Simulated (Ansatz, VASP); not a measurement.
## One calculation of C, two programs

```
CELL_PARAMETERS angstrom
0.00000 2.13455 3.40307
1.23248 0.00000 3.40307
1.23248 2.13455 0.00000
ATOMIC_POSITIONS crystal
C 0.16673 0.83327 0.16673
C 0.83327 0.16673 0.83327
```

Alike in both runs: task relaxation of cell and atoms; functional PBE; dispersion D3(BJ); k mesh 18 × 18 × 18; occupations gaussian, width 0.02 eV; no spin polarisation.

|  | VASP | Ansatz |
| --- | --- | --- |
| version | VASP 6.6.1 | Ansatz 0.2.0 |
| potentials or method | VASP PAW PBE potentials, release 64 (C), cutoff 600 eV | scalar-relativistic, plane waves, PAW |
| valence electrons in the cell | 8 | 8 |

Ansatz gave:

| Property | Result |
| --- | --- |
| gap on the k mesh at the Fermi level, each at its own relaxed structure (eV) | 0.07 |
| relaxed volume (Å³/atom) | 8.93 |
| relaxed cell length with the largest relative difference (Å) | 3.612 |

What did VASP give for the same quantities?

gap on the k mesh at the Fermi level, each at its own relaxed structure (eV): 0.08; relaxed volume (Å³/atom): 8.87; relaxed cell length with the largest relative difference (Å): 3.590.
